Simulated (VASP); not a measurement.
**Ti: electric field gradients with PBEsol**

Crystal: Ti.

```
CELL_PARAMETERS angstrom
-1.67318 1.67318 1.67318
1.67318 -1.67318 1.67318
1.67318 1.67318 -1.67318
ATOMIC_POSITIONS crystal
Ti 0.00000 0.00000 0.00000
```

This cell differs from its parent crystal: volume scaled by 1.06.

```
Program                : VASP 6.6.1
Task                   : electric field gradients
Functional             : PBEsol
Potentials or basis    : VASP PAW PBE potentials, release 64 (Ti_sv)
Cutoff                 : 520 eV
k mesh                 : 14 × 14 × 14
Occupations            : fermi-dirac, width 0.05 eV
Spin                   : no spin polarisation
Dipole correction      : no
Further INCAR settings : ALGO = Normal; EDIFF = 1e-08; NBANDS = 12
```

```
Pressure               : -11.5 GPa
Band gap on the k mesh : zero (band 6 reaches 8.11 eV, above the bottom of band 7 at 6.58 eV)
```

Levels at points of the mesh, in eV from the Fermi level:
```
           k point  band 3  band 4  band 5  band 6  band 7  band 8  band 9  band 10
(0.00, 0.00, 0.00)  -32.48  -32.48   -5.77    0.92    0.92    0.92    2.53     2.53
(0.50, 0.00, 0.00)  -32.65  -32.48   -2.28   -0.33    0.95    2.50    2.82     3.89
(0.50, 0.50, 0.50)  -32.85  -32.85   -1.86   -1.86    3.58    3.58    3.58     7.77
```

Run time: 8.9 s on 1 thread of Intel(R) Xeon(R) 6975P-C (Granite Rapids), with other jobs on the host, peak memory 0.15 GiB.

Caveat: without QUAD_EFG the Cq values of the log hold for a quadrupole moment of 1 mb, not for the nuclei; the PAW data sets were made with another functional, which shifts forces and pressure a little.
